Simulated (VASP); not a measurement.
# Se (P3_121) in VASP: further runs

Se is run at these levels: PBE+D3(BJ); tasks: single point.

Everything below comes from runs of VASP 6.6.1. Logs are shortened: lines on timing, memory, paths and dates and some standing lists are left out, and cuts for length are marked.

**1. The cell of the first run**

It takes space group P3_121 (No. 152, trigonal). Conventional cell: a = 4.309 Å, b = 4.309 Å, c = 4.814 Å, α = 90.00°, β = 90.00°, γ = 120.00°. Se (site symmetry 2) has 2 Se at 2.45 Å within 3.2 Å.

**2. Single point, PBE+D3(BJ) (volume 25.804 Å^3 an atom, c/a of the conventional cell 1.1173)**

INCAR

```
SYSTEM = Se
PREC = Accurate
ENCUT = 520
EDIFF = 1E-6
ISMEAR = 0
SIGMA = 0.05
LREAL = .False.
LASPH = .True.
NELM = 80
ALGO = Normal
ISIF = 2
LWAVE = .False.
LCHARG = .True.
GGA = PE
IVDW = 12
LELF = .True.
LVHAR = .True.
NBANDS = 16
```

KPOINTS

```
regular mesh
0
Gamma
  12 12 8
  0 0 0
```

POSCAR

```
Se
1.0
    4.3089284814      0.0000000000      0.0000000000
   -2.1544642407      3.7316415280      0.0000000000
    0.0000000000      0.0000000000      4.8143657922
Se
3
Direct
    0.2473450684      0.0000000000      0.3333333333
    0.0000000000      0.2473450684      0.6666666667
    0.7526549316      0.7526549316      0.0000000000
```

Potentials or basis: VASP PAW PBE potentials, release 64 (Se).

Launch:

```console
$ cat potpaw_PBE.64/Se/POTCAR > POTCAR
$ mpirun -np 1 vasp_std > vasp.out
```

OUTCAR:

```text
SYSTEM = Se
   PREC = Accurate
   ENCUT = 520
   EDIFF = 1E-6
   ISMEAR = 0
   LREAL = .False.
   LASPH = .True.
   NELM = 80
   ISIF = 2
   GGA = PE
   IVDW = 12
 IVDW          = 12

 ion  position               nearest neighbor table
   1  0.247  0.000  0.333-   3 2.45   2 2.45
   2  0.000  0.247  0.667-   3 2.45   1 2.45
   3  0.753  0.753  0.000-   1 2.45   2 2.45

  LATTYP: Found a hexagonal cell.
 ALAT       =     4.3089284814
 C/A-ratio  =     1.1173000000

  Lattice vectors:

 A1 = (   4.3089284814,   0.0000000000,   0.0000000000)
 A2 = (  -2.1544642407,   3.7316415280,   0.0000000000)
 A3 = (   0.0000000000,   0.0000000000,   4.8143657922)

Analysis of symmetry for initial positions (statically):
=====================================================================
 Subroutine PRICEL returns:
 Original cell was already a primitive cell.

 Routine SETGRP: Setting up the symmetry group for a
 hexagonal supercell.

 Subroutine GETGRP returns: Found  6 space group operations
 (whereof  2 operations were pure point group operations)
 out of a pool of 24 trial point group operations.

The static configuration has the point symmetry C_2 .
 The point group associated with its full space group is D_3 .

Analysis of symmetry for dynamics (positions and initial velocities):
=====================================================================
 Subroutine PRICEL returns:
 Original cell was already a primitive cell.

 Routine SETGRP: Setting up the symmetry group for a
 hexagonal supercell.

 Subroutine GETGRP returns: Found  6 space group operations
 (whereof  2 operations were pure point group operations)
 out of a pool of 24 trial point group operations.

The dynamic configuration has the point symmetry C_2 .
 The point group associated with its full space group is D_3 .

 Subroutine INISYM returns: Found  6 space group operations
 (whereof  2 operations are pure point group operations),
 and found     1 'primitive' translations

----------------------------------------------------------------------------------------

                                     Primitive cell

  volume of cell :      77.4120

  direct lattice vectors                    reciprocal lattice vectors
     4.308928481  0.000000000  0.000000000     0.232076258  0.133989290  0.000000000
    -2.154464241  3.731641528  0.000000000     0.000000000  0.267978581  0.000000000
     0.000000000  0.000000000  4.814365792     0.000000000  0.000000000  0.207711679

  length of vectors
     4.308928481  4.308928481  4.814365792     0.267978581  0.267978581  0.207711679

  position of ions in fractional coordinates (direct lattice)
     0.247345068  0.000000000  0.333333333
     0.000000000  0.247345068  0.666666667
     0.752654932  0.752654932  0.000000000

  ion indices of the primitive-cell ions
   primitive index   ion index
                 1           1
                 2           2
                 3           3

----------------------------------------------------------------------------------------

 KPOINTS: regular mesh

Automatic generation of k-mesh.
 Grid dimensions read from file:
 generate k-points for:   12   12    8

 Generating k-lattice:

  Cartesian coordinates                     Fractional coordinates (reciprocal lattice)
     0.019339688  0.011165774  0.000000000     0.083333333  0.000000000  0.000000000
     0.000000000  0.022331548  0.000000000     0.000000000  0.083333333  0.000000000
     0.000000000  0.000000000  0.025963960     0.000000000  0.000000000  0.125000000

  Length of vectors
     0.022331548  0.022331548  0.025963960

  Shift w.r.t. Gamma in fractional coordinates (k-lattice)
     0.000000000  0.000000000  0.000000000

 Subroutine IBZKPT returns following result:
 ===========================================

 Found    131 irreducible k-points:

 Following reciprocal coordinates:
            Coordinates               Weight
  0.000000  0.000000  0.000000      1.000000
  0.083333  0.000000  0.000000      6.000000
  0.166667  0.000000  0.000000      6.000000
  0.250000  0.000000  0.000000      6.000000
  0.333333  0.000000  0.000000      6.000000
  0.416667  0.000000  0.000000      6.000000
[... 16 lines left out ...]
  0.166667  0.000000  0.125000      6.000000
  0.000000  0.166667  0.125000      6.000000
 [... further k-points ...]
   k-points           NKPTS =    131   k-points in BZ     NKDIM =    131   number of bands    NBANDS=     16
   number of dos      NEDOS =    301   number of ions     NIONS =      3
   total plane-waves  NPLWV =  36864
   dimension x,y,z NGX =    32 NGY =   32 NGZ =   36
   dimension x,y,z NGXF=    64 NGYF=   64 NGZF=   72
   ions per type =               3
   NGX,Y,Z   is equivalent  to a cutoff of  12.35, 12.35, 12.43 a.u.
   NGXF,Y,Z  is equivalent  to a cutoff of  24.69, 24.69, 24.86 a.u.
 SYSTEM =  Se
   PREC   = accura    normal or accurate (medium, high low for compatibility)
   ISTART =      0    job   : 0-new  1-cont  2-samecut
   ICHARG =      2    charge: 1-file 2-atom 10-const
   ISPIN  =      1    spin polarized calculation?
   LNONCOLLINEAR =      F non collinear calculations
   LSORBIT =      F    spin-orbit coupling
   LASPH  =      T    aspherical Exc in radial PAW
   ENCUT  =  520.0 eV  38.22 Ry    6.18 a.u.   8.01  8.01  8.95*2*pi/ulx,y,z
   NELM   =     80;   NELMIN=  2; NELMDL= -5     # of ELM steps
   EDIFF  = 0.1E-05   stopping-criterion for ELM
   LREAL  =      F    real-space projection
   EDIFFG = 0.1E-04   stopping-criterion for IOM
   NSW    =      0    number of steps for IOM
   IBRION =     -1    ionic relax: 0-MD 1-quasi-New 2-CG
   NFREE  =      0    steps in history (QN), initial steepest desc. (CG)
   ISIF   =      2    stress and relaxation
   ISYM   =      2    0-nonsym 1-usesym 2-fastsym
   POTIM  = 0.5000    time-step for ionic-motion
   TEBEG  =    0.0;   TEEND  =   0.0 temperature during run
   PSTRESS=    0.0 pullay stress
   NELECT =      18.0000    total number of electrons
   NUPDOWN=      -1.0000    fix difference up-down
   EMIN   =  10.00;   EMAX   =-10.00  energy-range for DOS
   EFERMI =   0.00;   METHOD = LEGACY
   ISMEAR =     0;   SIGMA  =   0.05  broadening in eV -4-tet -1-fermi 0-gaus
   EFERMI_NEDOS =   21; number of points for ismear=-14 and -15
   IALGO  =     38    algorithm
   IMIX   =      4    mixing-type and parameters
     AMIX     =   0.40;   BMIX     =  1.00
     AMIX_MAG =   1.60;   BMIX_MAG =  1.00
  volume/ion in A,a.u.               =      25.80       174.13
  Fermi-wavevector in a.u.,A,eV,Ry     =   1.006691  1.902370 13.788512  1.013427
  Thomas-Fermi vector in A             =   2.139449
   LORBIT       =      0    0 simple, 1 ext, 2 COOP (PROOUT), +10 PAW based schemes
   GGA     = PE    functional components
   LHFCALC =     F    Hartree Fock is set to
   AEXX    =    0.0000 exact exchange contribution
   IVDW    =    12    specifies the selected vdW correction
   LEPSILON=     F    determine dielectric tensor
   LRPA    =     F    only Hartree local field effects (RPA)
 non-spin polarized calculation
 Gauss-broadening in eV      SIGMA  =   0.05
  energy-cutoff  :      520.00
  volume of cell :       77.41
 maximum number of plane-waves:      2106
   NGX = 17   NGY = 17   NGZ = 17

 number of electron      17.9999999 magnetization

 Free energy of the ion-electron system (eV)
  ---------------------------------------------------
  ext. energy  EPLUGINS =         0.00000000
  ---------------------------------------------------
  free energy    TOTEN  =       -10.40836558 eV

  energy without entropy =      -10.40836558  energy(sigma->0) =      -10.40836558

 E-fermi :   3.5910     XC(G=0):  -9.1651

 val. band max:        3.3861858778   @ k =   0.5000   0.0000   0.5000
 cond. band min:       3.8135339272   @ k =   0.0000   0.0000   0.5000
 fundamental gap:      0.4273480494
 Fermi energy:         3.5909727411

 k-point     1 :       0.0000    0.0000    0.0000
  band No.  band energies     occupation
      1     -12.5559      2.00000
      2      -8.4600      2.00000
      3      -8.4600      2.00000
      4      -0.7998      2.00000
      5      -0.4551      2.00000
      6      -0.4551      2.00000
[... 8 lines left out ...]
     15       9.8944      0.00000
     16      11.6250      0.00000

 k-point     2 :       0.0833    0.0000    0.0000
  band No.  band energies     occupation
      1     -12.5190      2.00000
      2      -8.4959      2.00000
      3      -8.4607      2.00000
      4      -0.9977      2.00000
      5      -0.6083      2.00000
      6      -0.4687      2.00000
[... 8 lines left out ...]
     15      10.2490      0.00000
     16      11.4460      0.00000

 k-point     3 :       0.1667    0.0000    0.0000
  band No.  band energies     occupation
      1     -12.4130      2.00000
      2      -8.6046      2.00000
      3      -8.4622      2.00000
      4      -1.3636      2.00000
      5      -0.8715      2.00000
      6      -0.5622      2.00000
[... 8 lines left out ...]
     15      10.8043      0.00000
     16      11.6388      0.00000

 k-point     4 :       0.2500    0.0000    0.0000
  band No.  band energies     occupation
      1     -12.2531      2.00000
      2      -8.7803      2.00000
      3      -8.4635      2.00000
      4      -1.6497      2.00000
      5      -1.1212      2.00000
      6      -0.6812      2.00000
[... 8 lines left out ...]
     15      11.2275      0.00000
     16      12.1634      0.00000

 k-point     5 :       0.3333    0.0000    0.0000
  band No.  band energies     occupation
      1     -12.0697      2.00000
      2      -8.9926      2.00000
      3      -8.4639      2.00000
      4      -1.7832      2.00000
      5      -1.3316      2.00000
      6      -0.7333      2.00000
[... 8 lines left out ...]
     15      11.7140      0.00000
     16      12.8537      0.00000

 k-point     6 :       0.4167    0.0000    0.0000
  band No.  band energies     occupation
      1     -11.9141      2.00000
      2      -9.1772      2.00000
      3      -8.4638      2.00000
      4      -1.7957      2.00000
      5      -1.4882      2.00000
      6      -0.6669      2.00000
[... 8 lines left out ...]
     15      12.3645      0.00000
     16      13.0674      0.00000

 k-point     7 :       0.5000    0.0000    0.0000
  band No.  band energies     occupation
      1     -11.8510      2.00000
      2      -9.2524      2.00000
      3      -8.4636      2.00000
      4      -1.7751      2.00000
      5      -1.5563      2.00000
      6      -0.5737      2.00000
[... 8 lines left out ...]
     15      12.6600      0.00000
     16      12.9276      0.00000

 k-point     8 :       0.0833    0.0833    0.0000
  band No.  band energies     occupation
      1     -12.4476      2.00000
      2      -8.5641      2.00000
      3      -8.4662      2.00000
      4      -1.2447      2.00000
      5      -0.8923      2.00000
      6      -0.4404      2.00000
[... 8 lines left out ...]
     15      10.6742      0.00000
     16      11.4246      0.00000

 k-point     9 :       0.1667    0.0833    0.0000
  band No.  band energies     occupation
      1     -12.3142      2.00000
      2      -8.6972      2.00000
      3      -8.4787      2.00000
      4      -1.5267      2.00000
      5      -1.1817      2.00000
      6      -0.4816      2.00000
[... 8 lines left out ...]
     15      11.2086      0.00000
     16      11.6314      0.00000
[... 172 lines left out ...]
 k-point    19 :       0.3333    0.3333    0.0000
  band No.  band energies     occupation
      1     -11.7452      2.00000
      2      -8.9477      2.00000
      3      -8.9477      2.00000
      4      -1.6329      2.00000
      5      -1.6329      2.00000
      6       0.2644      2.00000
[... 8 lines left out ...]
     15      10.4397      0.00000
     16      13.2979      0.00000

 k-point    20 :       0.0000    0.0000    0.1250
  band No.  band energies     occupation
      1     -12.4799      2.00000
      2      -9.2584      2.00000
      3      -7.7004      2.00000
      4      -0.7473      2.00000
      5      -0.6445      2.00000
      6      -0.2987      2.00000
[... 8 lines left out ...]
     15      10.2922      0.00000
     16      10.7145      0.00000

 k-point    21 :       0.0833    0.0000    0.1250
  band No.  band energies     occupation
      1     -12.4436      2.00000
      2      -9.2572      2.00000
      3      -7.7442      2.00000
      4      -0.9525      2.00000
      5      -0.6910      2.00000
      6      -0.3675      2.00000
[... 8 lines left out ...]
     15      10.4861      0.00000
     16      10.7727      0.00000

 k-point    22 :       0.0000    0.0833    0.1250
  band No.  band energies     occupation
      1     -12.4434      2.00000
      2      -9.2602      2.00000
      3      -7.7387      2.00000
      4      -0.9502      2.00000
      5      -0.7679      2.00000
      6      -0.3377      2.00000
[... 8 lines left out ...]
     15      10.4028      0.00000
     16      11.1106      0.00000

 k-point    23 :       0.1667    0.0000    0.1250
  band No.  band energies     occupation
      1     -12.3394      2.00000
      2      -9.2536      2.00000
      3      -7.8760      2.00000
      4      -1.2740      2.00000
      5      -0.8728      2.00000
      6      -0.4643      2.00000
[... 8 lines left out ...]
     15      10.7515      0.00000
     16      10.9179      0.00000

 k-point    24 :       0.0000    0.1667    0.1250
  band No.  band energies     occupation
      1     -12.3383      2.00000
      2      -9.2753      2.00000
      3      -7.8382      2.00000
      4      -1.4019      2.00000
      5      -0.9809      2.00000
      6      -0.4618      2.00000
[... 8 lines left out ...]
     15      10.8017      0.00000
     16      11.6973      0.00000

 [... further k-points ...]

------------------------ aborting loop because EDIFF is reached ----------------------------------------

 Edisp (eV)   -1.00812

 E8    (eV) :    -0.4157

  FORCE on cell =-STRESS in cart. coord.  units (eV):
  Direction    XX          YY          ZZ          XY          YZ          ZX
  --------------------------------------------------------------------------------------
  -------------------------------------------------------------------------------------
  Total      -0.98568    -0.98568     0.54066     0.00000    -0.00000     0.00000
  in kB     -20.40045   -20.40045    11.18984     0.00000    -0.00000     0.00000
  external pressure =       -9.87 kB  Pullay stress =        0.00 kB

 VOLUME and BASIS-vectors are now :
 -----------------------------------------------------------------------------
  energy-cutoff  :      520.00
  volume of cell :       77.41
      direct lattice vectors                 reciprocal lattice vectors
     4.308928481  0.000000000  0.000000000     0.232076258  0.133989290  0.000000000
    -2.154464241  3.731641528  0.000000000     0.000000000  0.267978581  0.000000000
     0.000000000  0.000000000  4.814365792     0.000000000  0.000000000  0.207711679

 POSITION                                       TOTAL-FORCE (eV/Angst)
 -----------------------------------------------------------------------------------
      1.06579      0.00000      1.60479        -0.305094      0.000000     -0.000000
     -0.53290      0.92300      3.20958         0.152547     -0.264219      0.000000
      1.62157      2.80864      0.00000         0.152547      0.264219      0.000000
 -----------------------------------------------------------------------------------
    total drift:                               -0.000000     -0.000000      0.000000

  FREE ENERGIE OF THE ION-ELECTRON SYSTEM (eV)
  ---------------------------------------------------
  free  energy   TOTEN  =       -11.4164887625 eV

  energy  without entropy=      -11.4164887625  energy(sigma->0) =      -11.41648876
```

It took 1.8 min on 1 thread of Oxide Virtual Turin-like, shared host; peak memory 0.24 GiB.

Results:

- Free energy: -11.4165 eV
- Pressure: -1.0 GPa
- Largest force: 0.305 eV/Å
- Band gap on the k mesh: 0.43 eV, indirect (least direct gap 1.39 eV)
- Dispersion energy per atom: -0.336 eV

Forces on the atoms (eV/Å):
```
Se  -0.305  0.000  0.000
Se   0.153 -0.264  0.000
Se   0.153  0.264  0.000
```

 A k mesh can miss the band edges.

**3. Single point, PBE+D3(BJ) (volume 25.804 Å^3 an atom, c/a of the conventional cell 1.2108)**

INCAR

```
PREC     = Accurate       # precision mode
ENCUT    = 520            # plane-wave cutoff, eV
EDIFF    = 1E-6           # SCF threshold, eV
ISMEAR   = 0              # smearing method
SIGMA    = 0.05           # smearing width, eV
LREAL    = F              # projectors in reciprocal space
LASPH    = T              # aspherical terms in the spheres
NELM     = 80             # most SCF steps
ALGO     = Normal         # electronic algorithm
ISIF     = 2              # what is computed and relaxed
LWAVE    = F              # write WAVECAR
LCHARG   = T              # write CHGCAR
GGA      = PE             # functional
IVDW     = 12             # dispersion correction
LELF     = T              # ELF
LVHAR    = T            
NBANDS   = 16             # bands
```

KPOINTS

```
regular mesh
0
Gamma
  12 12 8
```

POSCAR

```
Se
1.0
    4.1950301001      0.0000000000      0.0000000000
   -2.0975150501      3.6330026364      0.0000000000
    0.0000000000      0.0000000000      5.0793424452
Se
3
Direct
    0.2473450684      0.0000000000      0.3333333333
    0.0000000000      0.2473450684      0.6666666667
    0.7526549316      0.7526549316      0.0000000000
```

Potentials or basis: VASP PAW PBE potentials, release 64 (Se).

Launch:

```console
$ cat potpaw_PBE.64/Se/POTCAR > POTCAR
$ mpirun -np 1 vasp_std > vasp.out
```

Run time: 2.5 min. Hardware: 1 thread of Oxide Virtual Turin-like, shared host; peak memory 0.24 GiB.

It converged, with:

```
Free energy                : -11.4626 eV
Pressure                   : -2.2 GPa
Largest force              : 0.332 eV/Å
Band gap on the k mesh     : 0.69 eV, indirect (least direct gap 0.79 eV)
Dispersion energy per atom : -0.337 eV
```

Forces on the atoms (eV/Å):
```
Se  -0.332  0.000  0.000
Se   0.166 -0.287  0.000
Se   0.166  0.287  0.000
```

Stress tensor (GPa, compression positive):
```
-2.34  0.00  0.00
 0.00 -2.34  0.00
 0.00  0.00 -2.04
```

Levels at points of the mesh, in eV from the valence-band top:
```
           k point  band 5  band 6  band 7  band 8  band 9  band 10  band 11  band 12  band 13  band 14
(0.00, 0.00, 0.00)   -3.48   -3.48   -1.87   -1.87   -0.57     1.44     1.44     1.82     6.51     6.51
(0.50, 0.00, 0.00)   -4.73   -3.67   -3.24   -1.43   -0.97     1.47     1.67     3.97     4.65     8.25
(0.00, 0.00, 0.50)   -3.14   -3.14   -1.43   -1.43   -1.28     0.80     0.80     0.96     6.01     6.99
(0.50, 0.00, 0.50)   -4.23   -4.13   -2.29   -1.75   -0.02     1.46     2.50     2.73     6.17     7.57
```

 A k mesh can miss the band edges.
